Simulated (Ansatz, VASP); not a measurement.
## PbSe in VASP and in Ansatz

Contents of INCAR:

```
SYSTEM = PbSe
ALGO = Normal
EDIFF = 1E-6
ENCUT = 520
GGA = PE
ISIF = 2
ISMEAR = -1
LASPH = .TRUE.
LCHARG = .FALSE.
LREAL = .FALSE.
LWAVE = .FALSE.
NBANDS = 17
NELM = 80
PREC = Accurate
SIGMA = 0.05
```

Contents of KPOINTS:

```
k-points
0
G
  7 7 7
  0 0 0
```

POSCAR

```
PbSe
1.0
    3.7843220000      0.0000000000      0.0000000000
    0.0000000000      3.7843220000      0.0000000000
    0.0000000000      0.0000000000      3.7843220000
Pb Se
1 1
Direct
    0.0000000000      0.0000000000      0.0000000000
    0.5000000000      0.5000000000      0.5000000000
```

input.yaml

```yaml
crystal:
  lattice:
    - [3.784322, 0.0, 0.0]
    - [0.0, 3.784322, 0.0]
    - [0.0, 0.0, 3.784322]
  atoms:
    - { symbol: Pb, position: [0.0, 0.0, 0.0] }
    - { symbol: Se, position: [0.5, 0.5, 0.5] }
hamiltonian:
  xc: pbe
  pseudopotentials: { kind: paw }
kpoints:
  mp_grid: { grid: [7, 7, 7] }
  band_path:
    path:
      - [[0.0, 0.0, 0.0], [0.0, 0.5, 0.0], [0.5, 0.5, 0.0], [0.0, 0.0, 0.0], [0.5, 0.5, 0.5], [0.0, 0.5, 0.0]]
      - [[0.5, 0.5, 0.0], [0.5, 0.5, 0.5]]
    npoints: 14
scf:
  occupations: { method: fermi_dirac, width: 0.05 }
  n_extra_bands: 6
output:
  forces: true
  stress: true
  eigenvalues: true
  fatbands: false
  write_density: true
  write_potential: true
  elf: true
  volumetric_format: npy
```

Alike in both runs: functional PBE; k mesh 7 × 7 × 7; occupations fermi-dirac, width 0.05 eV; no spin polarisation.

|  | VASP | Ansatz |
| --- | --- | --- |
| version | VASP 6.6.1 | Ansatz 0.2.0 |
| potentials or method | VASP PAW PBE potentials, release 64 (Pb_d, Se) | Ansatz PAW |
| plane-wave cutoff (eV) | 520 | 420 |
| valence electrons in the cell | 20 | 30 |
| task | single point | band structure |

|  | VASP | Ansatz | Ansatz less VASP |
| --- | --- | --- | --- |
| gap on the k mesh at the Fermi level (eV) | none | none | - |
| pressure (GPa) | -0.2 | -0.2 | +0.01 |

A gap of «none» marks a metal or a gap that the smearing closes. VASP's potentials hold 20 valence electrons a cell and Ansatz's 30, so a difference there can come from the potentials and not from the codes.

Spin-orbit coupling is off throughout.
